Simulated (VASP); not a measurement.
Write the native input for VASP 6.6.1 that does the following.

- Task: single point
- Functional: PBE
- Potentials or basis: VASP PAW PBE potentials, release 64 (Ru_pv, Ir)
- Cutoff: 500 eV
- k mesh: 6 × 6 × 1
- Occupations: gaussian, width 0.1 eV
- Spin: no spin polarisation
- Dipole correction: no
- Second try: not_converged
- Further INCAR settings: ALGO = All; EDIFF = 1e-06; NBANDS = 61

The structure of Ir4Ru lies in POSCAR:

```
Ir4Ru
1.0
    2.7444621000      0.0000000000      0.0000000000
   -1.3722310000      2.3767739000      0.0000000000
    0.0000000000      0.0000000000     22.0651438000
Ru Ir
2 8
Direct
    0.3333333000      0.6666667000      0.2500000000
    0.6666667000      0.3333333000      0.7500000000
    0.3333333000      0.6666667000      0.6523470000
    0.3333333000      0.6666667000      0.8476530000
    0.3333333000      0.6666667000      0.0505000000
    0.3333333000      0.6666667000      0.4495000000
    0.6666667000      0.3333333000      0.9495000000
    0.6666667000      0.3333333000      0.1523470000
    0.6666667000      0.3333333000      0.3476530000
    0.6666667000      0.3333333000      0.5505000000
```

The input as run:

INCAR

```
PREC = Accurate
ENCUT = 500
EDIFF = 1E-6
ISMEAR = 0
SIGMA = 0.1
LREAL = F
LASPH = T
NELM = 300
ALGO = All
ISIF = 2
LWAVE = F
LCHARG = F
GGA = PE
NBANDS = 61
GGA_COMPAT = F
ISEARCH = 1
KPAR = 4
```

KPOINTS

```
regular mesh
0
Gamma
  6 6 1
```

Potentials or basis: VASP PAW PBE potentials, release 64 (Ru_pv, Ir).

Command:

```sh
$ cat potpaw_PBE.64/Ru_pv/POTCAR potpaw_PBE.64/Ir/POTCAR > POTCAR
$ mpirun -np 4 vasp_std > vasp.out
```

Results of the run:

* Pressure: 1.2 GPa
* Largest force: 0.109 eV/Å
* Band gap on the k mesh: zero (bands 50 and 51 overlap by 2.67 eV)

Caveat: the k points lie up to 0.44 Å⁻¹ apart, too coarse for converged energies and pressures of a metal; spin-orbit coupling is left out, which moves the levels of the heavy elements.

Wall time 2.9 min on 4 MPI ranks on Intel(R) Xeon(R) 6975P-C (Granite Rapids), on a shared host, peak memory 0.29 GiB a rank.
